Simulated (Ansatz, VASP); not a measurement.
# Two plane-wave programs on Sn

File INCAR:

```
  PREC = Accurate
  ENCUT = 520
  EDIFF = 1E-7
  ISMEAR = 0
  SIGMA = 0.1
  LREAL = False
  LASPH = True
  NELM = 80
  ALGO = Normal
  ISIF = 2
  LWAVE = False
  LCHARG = False
  LDIPOL = True
  IDIPOL = 3
  DIPOL = 0.5 0.5 0.500
  GGA = PE
  NBANDS = 43
```

KPOINTS

```
Automatic mesh
0
Gamma
  8 8 1
```

File POSCAR:

```
Sn
1.0
    4.7067117294      0.0000000000      0.0000000000
    0.0000000000      4.7067117294      0.0000000000
    0.0000000000      0.0000000000     21.6562955619
Sn
5
Direct
    0.0000000000      0.0000000000      0.3463196177
    0.5000000000      0.0000000000      0.4231598089
    0.5000000000      0.5000000000      0.5000000000
    0.0000000000      0.5000000000      0.5768401911
    0.0000000000      0.0000000000      0.6536803823
```

Input for Ansatz:

```yaml
crystal:
  lattice:
    - [4.7067117294, 0.0, 0.0]
    - [0.0, 4.7067117294, 0.0]
    - [0.0, 0.0, 21.6562955619]
  atoms:
    - { symbol: Sn, position: [0.0, 0.0, 0.3463196177] }
    - { symbol: Sn, position: [0.5, 0.0, 0.4231598089] }
    - { symbol: Sn, position: [0.5, 0.5, 0.5] }
    - { symbol: Sn, position: [0.0, 0.5, 0.5768401911] }
    - { symbol: Sn, position: [0.0, 0.0, 0.6536803823] }
basis:
  ecutwfc: 420
kpoints:
  mp_grid: { grid: [8, 8, 1] }
hamiltonian:
  xc: pbe
scf:
  occupations: { method: gaussian, width: 0.1 }
output:
  forces: true
  stress: true
  eigenvalues: true
  write_density: true
  write_potential: true
  elf: true
  volumetric_format: npy
efield:
  axis: 3
  dipole_correction: true
  ramp_width: 0.04
```

Alike in both runs: task single point; functional PBE; k mesh 8 × 8 × 1; occupations gaussian, width 0.1 eV; no spin polarisation.

```csv
,VASP,Ansatz
version,VASP 6.6.1,Ansatz 0.2.0
potentials or method,"VASP PAW PBE potentials, release 64 (Sn_d), cutoff 520 eV","scalar-relativistic, plane waves, PAW"
valence electrons in the cell,70,70
```

|  | VASP | Ansatz | Ansatz less VASP |
| --- | --- | --- | --- |
| gap on the k mesh at the Fermi level (eV) | none | none | - |
| rms of the force components (eV/Å) | 0.018 | 0.018 | -0.0005 |

Atom by atom the forces differ by 0.001 eV/Å (rms over components). A gap of «none» marks a metal or a gap that the smearing closes. The functional is the same, so the differences come from potentials, cutoffs and numerics. Ansatz's warnings: xc potential rough in thin density.
